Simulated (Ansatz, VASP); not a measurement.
BN in VASP and in Ansatz

File INCAR:

```
ALGO = Normal ; EDIFF = 1E-6
ENCUT = 520 ; GGA = PE
ISIF = 2 ; ISMEAR = 1
IVDW = 12 ; LASPH = T
LCHARG = F ; LREAL = F
LWAVE = F ; NBANDS = 16
NELM = 80 ; PREC = Accurate
SIGMA = 0.05
```

File KPOINTS:

```
k-points
0
Gamma
  12 12 4
```

The input POSCAR:

```
BN
1.0
    2.5061127838      0.0000000000      0.0000000000
   -1.2530563919      2.1703573356      0.0000000000
    0.0000000000      0.0000000000      6.5923998870
B N
2 2
Direct
   -0.1152379345      0.0000000000      0.5000000000
    0.4487710749      0.6666666667      0.0000000000
    0.1148814283      0.0000000000      0.0000000000
    0.5516310358      0.3333333333      0.5000000000
```

Input for Ansatz:

```yaml
crystal:
  lattice:
    - [2.5061127838, 0.0, 0.0]
    - [-1.2530563919, 2.1703573356, 0.0]
    - [0.0, 0.0, 6.592399887]
  atoms:
    - { symbol: B, position: [-0.1152379345, 0.0, 0.5] }
    - { symbol: B, position: [0.4487710749, 0.6666666667, 0.0] }
    - { symbol: "N", position: [0.1148814283, 0.0, 0.0] }
    - { symbol: "N", position: [0.5516310358, 0.3333333333, 0.5] }
basis:
  ecutwfc: 520.0
kpoints:
  mp_grid: { grid: [12, 12, 4] }
hamiltonian:
  xc: pbe
  dispersion: d3bj
scf:
  occupations: { method: methfessel_paxton, width: 0.05 }
output:
  forces: true
  stress: true
  eigenvalues: true
```

Change from the starting cell: mode 4 frozen in at -0.289 Å and mode 10 at +0.000 Å (largest displacements).

Alike in both runs: task single point; functional PBE; dispersion D3(BJ); k mesh 12 × 12 × 4; occupations methfessel-paxton of order 1, width 0.05 eV; no spin polarisation.

```csv
,VASP,Ansatz
version,VASP 6.6.1,Ansatz 0.2.0
potentials or method,"VASP PAW PBE potentials, release 64 (B, N), cutoff 520 eV","scalar-relativistic, plane waves, PAW"
valence electrons in the cell,16,16
```

Ansatz gave:

* gap on the k mesh at the Fermi level (eV): 3.59
* least direct gap on the mesh (eV): 3.96
* pressure (GPa): 0.1
* traceless stress, the component that is largest in VASP (GPa): 0.40
* rms of the force components (eV/Å): 0.022

Problem. Which values does VASP return?

Solution. gap on the k mesh at the Fermi level (eV): 3.58; least direct gap on the mesh (eV): 3.95; pressure (GPa): 0.2; traceless stress, the component that is largest in VASP (GPa): 0.39; rms of the force components (eV/Å): 0.022.

Atom by atom the forces differ by 0.000 eV/Å (rms over components).
